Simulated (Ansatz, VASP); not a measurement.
One calculation of ScAl7N8, two programs

Contents of INCAR:

```
SYSTEM = ScAl7N8
ALGO = Normal
EDIFF = 1E-6
ENCUT = 520
GGA = PS
ISIF = 2
ISMEAR = 0
LASPH = .True.
LCHARG = .False.
LREAL = Auto
LWAVE = .False.
NBANDS = 50
NELM = 80
PREC = Accurate
SIGMA = 0.01
```

The input KPOINTS:

```
k-points
0
Gamma
  6 6 6
  0 0 0
```

POSCAR

```
ScAl7N8
1.0
    3.1653429529     -0.0036621200      5.0137535171
    3.1653429529      0.0036621200     -5.0137535171
   -3.1653429529      5.4897408600     -0.0040008947
Sc Al N
1 7 8
Direct
    0.1635914075      0.1721429650      0.3357343725
    0.1692322209      0.1703734375      0.8339985108
    0.6651979474      0.6655044534      0.3307024008
    0.6636250733      0.6647662898      0.8339985108
    0.0842062718      0.5833797618      0.1632214715
    0.5798417097      0.0790151997      0.1632214715
    0.0817414129      0.5894008782      0.6711422911
    0.5873042607      0.0808968328      0.6682010935
    0.3691347597      0.9663848849      0.3355196446
    0.8608952903      0.4716207932      0.3325160835
    0.3586144409      0.9784749073      0.8325046206
    0.8540297133      0.4738901798      0.8325046206
    0.2806238505      0.4027172433      0.1560434411
    0.2781523231      0.4090158146      0.6871681377
    0.7533261978      0.8754195907      0.1560434411
    0.7784831202      0.8889967679      0.6674798881
```

Input for Ansatz:

```yaml
crystal:
  lattice:
    - [3.1653429529, -0.00366212, 5.0137535171]
    - [3.1653429529, 0.00366212, -5.0137535171]
    - [-3.1653429529, 5.48974086, -0.0040008947]
  atoms:
    - { symbol: Sc, position: [0.1635914075, 0.172142965, 0.3357343725] }
    - { symbol: Al, position: [0.1692322209, 0.1703734375, 0.8339985108] }
    - { symbol: Al, position: [0.6651979474, 0.6655044534, 0.3307024008] }
    - { symbol: Al, position: [0.6636250733, 0.6647662898, 0.8339985108] }
    - { symbol: Al, position: [0.0842062718, 0.5833797618, 0.1632214715] }
    - { symbol: Al, position: [0.5798417097, 0.0790151997, 0.1632214715] }
    - { symbol: Al, position: [0.0817414129, 0.5894008782, 0.6711422911] }
    - { symbol: Al, position: [0.5873042607, 0.0808968328, 0.6682010935] }
    - { symbol: "N", position: [0.3691347597, 0.9663848849, 0.3355196446] }
    - { symbol: "N", position: [0.8608952903, 0.4716207932, 0.3325160835] }
    - { symbol: "N", position: [0.3586144409, 0.9784749073, 0.8325046206] }
    - { symbol: "N", position: [0.8540297133, 0.4738901798, 0.8325046206] }
    - { symbol: "N", position: [0.2806238505, 0.4027172433, 0.1560434411] }
    - { symbol: "N", position: [0.2781523231, 0.4090158146, 0.6871681377] }
    - { symbol: "N", position: [0.7533261978, 0.8754195907, 0.1560434411] }
    - { symbol: "N", position: [0.7784831202, 0.8889967679, 0.6674798881] }
basis:
  ecutwfc: 420
  xc_grid: 2
kpoints:
  mp_grid: { grid: [6, 6, 6] }
hamiltonian:
  xc: pbesol
  pseudopotentials: { kind: paw, azcp: { folder: soft_1 } }
scf:
  occupations: { method: fixed }
output:
  forces: true
  stress: true
  eigenvalues: true
  polarization: {}
```

Change from the starting cell: polar distortion scaled by 1.00.

Alike in both runs: task single point; functional PBEsol; k mesh 6 × 6 × 6; no spin polarisation.

|  | VASP | Ansatz |
| --- | --- | --- |
| version | VASP 6.6.1 | Ansatz 0.2.0 |
| potentials or method | VASP PAW PBE potentials, release 64 (Sc_sv, Al, N), cutoff 520 eV | scalar-relativistic, plane waves, PAW |
| occupations | gaussian, width 0.01 eV | fixed |
| valence electrons in the cell | 72 | 72 |

```csv
,VASP,Ansatz,Ansatz less VASP
gap on the k mesh at the Fermi level (eV),3.94,3.92,-0.018
least direct gap on the mesh (eV),3.95,3.93,-0.018
pressure (GPa),0.1,0.0,-0.13
rms of the force components (eV/Å),0.014,0.001,-0.0129
```

VASP's potentials were made for PBE, not for PBEsol, and Ansatz warns of the same on its side. Atom by atom the forces differ by 0.014 eV/Å (rms over components).
